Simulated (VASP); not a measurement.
Input of a VASP 6.6.1 run:

The input INCAR:

```
SYSTEM = Nb
PREC     = Accurate       ! precision mode
ENCUT    = 520            ! plane-wave cutoff, eV
EDIFF    = 1E-6           ! SCF threshold, eV
ISMEAR   = -1             ! smearing method
SIGMA    = 0.1            ! smearing width, eV
LREAL    = .False.        ! projectors in reciprocal space
LASPH    = .True.         ! aspherical terms in the spheres
NELM     = 100            ! most SCF steps
ALGO     = Normal         ! electronic algorithm
ISIF     = 2              ! what is computed and relaxed
LWAVE    = .False.        ! write WAVECAR
LCHARG   = .True.         ! write CHGCAR
GGA      = PE             ! functional
LELF     = .True.         ! ELF
LVHAR    = .True.       
NBANDS   = 12             ! bands
```

KPOINTS

```
regular mesh
0
Gamma
  13 13 13
  0 0 0
```

POSCAR

```
Nb
1.0
    0.0000000000      2.1103341506      2.1103341506
    2.1103341506      0.0000000000      2.1103341506
    2.1103341506      2.1103341506      0.0000000000
Nb
1
Direct
    0.0000000000      0.0000000000      0.0000000000
```

Potentials or basis: VASP PAW PBE potentials, release 64 (Nb_sv).

The run is started by

```console
$ cat potpaw_PBE.64/Nb_sv/POTCAR > POTCAR
$ mpirun -np 1 vasp_std > vasp.out
```

Problem. What does it give for the pressure?

Solution. -0.3 GPa.
